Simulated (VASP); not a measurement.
Set up this calculation in VASP 6.6.1, as the native input.

```yaml
Task: single point
Functional: PBE
Potentials_or_basis: VASP PAW PBE potentials, release 64 (Li_sv, Cl)
Cutoff: 520 eV
k_mesh: 12 × 12 × 6
Occupations: fermi-dirac, width 0.02 eV
Spin: no spin polarisation
Dipole_correction: no
Further_INCAR_settings: ALGO = Normal; EDIFF = 1e-06; NBANDS = 18
```

The structure of LiCl lies in POSCAR:

```
LiCl
1.0
    4.0990293417      0.0000000000      0.0000000000
   -2.0495146709      3.5498635407      0.0000000000
    0.0000000000      0.0000000000      5.3049493222
Li Cl
2 2
Direct
    0.3333333333      0.6666666667      0.2500000000
    0.6666666667      0.3333333333      0.7500000000
    0.6666666667      0.3333333333      0.2500000000
    0.3333333333      0.6666666667      0.7500000000
```

This cell differs from its parent crystal: epitaxial xy strain -1.5%.

One way to write it, as run:

INCAR

```
SYSTEM = LiCl
PREC = Accurate
ENCUT = 520
EDIFF = 1E-6
ISMEAR = -1
SIGMA = 0.02
LREAL = .FALSE.
LASPH = .TRUE.
NELM = 80
ALGO = Normal
ISIF = 2
LWAVE = .FALSE.
LCHARG = .FALSE.
GGA = PE
NBANDS = 18
```

KPOINTS

```
regular mesh
0
G
  12 12 6
  0 0 0
```

Potentials or basis: VASP PAW PBE potentials, release 64 (Li_sv, Cl).

The run is started by

```sh
$ cat potpaw_PBE.64/Li_sv/POTCAR potpaw_PBE.64/Cl/POTCAR > POTCAR
$ mpirun -np 1 vasp_std > vasp.out
```

It gave:

| Quantity | Value |
| --- | --- |
| Band gap on the k mesh | 5.68 eV |

Caveat: the cell differs from its parent crystal (epitaxial xy strain -1.5%).

Run time: 83 s on 1 thread of Oxide Virtual Turin-like Processor (shared host), peak memory 0.19 GiB.
